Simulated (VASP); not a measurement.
# MnS: single point with PBE

Crystal: MnS.

```
Mn S
1.0
     0.00000    2.31429    2.31429
     2.31429    0.00000    2.31429
     2.31429    2.31429    0.00000
Mn S
1 1
Direct
  0.00000 0.00000 0.00000
  0.50000 0.50000 0.50000
```

This cell differs from its parent crystal: volume scaled by 0.960.

```
Program             : VASP 6.6.1
Task                : single point
Functional          : PBE
Potentials or basis : VASP PAW PBE potentials, release 64 (Mn_pv, S)
Cutoff              : 520 eV
k mesh              : 12 × 12 × 12
Occupations         : gaussian, width 0.05 eV
Spin                : no spin polarisation
```

```
Pressure : 7.1 GPa
```

Levels at points of the mesh, in eV from the Fermi level:
```
           k point  band 5  band 6  band 7  band 8  band 9  band 10  band 11  band 12  band 13  band 14
(0.00, 0.00, 0.00)   -1.82   -1.82   -1.82   -1.75   -1.75    -1.75    -1.64    -1.64     5.97    10.61
(0.50, 0.00, 0.00)   -8.80   -5.20   -5.20   -0.35   -0.35     0.17     3.57     3.57     3.70     6.56
(0.50, 0.50, 0.00)   -7.54   -4.06   -4.06   -3.34   -1.00    -0.01    -0.01     0.73     3.19     7.60
```

It took 22 s on 1 thread of Intel(R) Xeon(R) Platinum 8259CL CPU @ 2.50GHz (Skylake/Cascade Lake), with other jobs on the host, peak memory 0.15 GiB.

Caveat: the run has no spin polarisation, though such a crystal can be magnetic; semilocal functionals often make such compounds metallic where correlation or magnetic order opens a gap, which also shifts bond lengths. Spin polarisation is off, so any magnetic state and its effect on volume and gap are missing.
